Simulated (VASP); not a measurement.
A run of VASP 6.6.1:

The input INCAR:

```
SYSTEM = SnO2
PREC = Accurate ; ENCUT = 520
EDIFF = 1E-8 ; ISMEAR = 0
SIGMA = 0.01 ; LREAL = .False.
LASPH = .True. ; NELM = 80
ALGO = Normal ; ISIF = 2
LWAVE = .False. ; LCHARG = .False.
NBANDS = 35 ; IBRION = 8
NSW = 1
```

File KPOINTS:

```
Automatic mesh
0
Gamma
  6 6 2
  0 0 0
```

File POSCAR:

```
SnO2
1.0
    3.2305800000      0.0000000000      0.0000000000
   -1.6152900000      2.7977600000      0.0000000000
    0.0000000000      0.0000000000     10.7905600000
Sn O
2 4
Direct
    0.0000000000      0.0000000000      0.5000000000
    0.0000000000      0.0000000000      0.0000000000
    0.6666666667      0.3333333333      0.4058600000
    0.6666666667      0.3333333333      0.0941400000
    0.3333333333      0.6666666667      0.5941400000
    0.3333333333      0.6666666667      0.9058600000
```

Potentials or basis: VASP PAW LDA potentials, release 64 (Sn_d, O).

The run is started by

```sh
$ cat potpaw_LDA.64/Sn_d/POTCAR potpaw_LDA.64/O/POTCAR > POTCAR
$ mpirun -np 1 vasp_std > vasp.out
```

Hardware: 1 thread of Oxide Virtual Turin-like Processor (shared host).

Estimate the wall time of this run.

It took 12 min on 1 thread of Oxide Virtual Turin-like Processor, on a shared host, peak memory 0.37 GiB. Counts: scf iterations 86, k points 14.
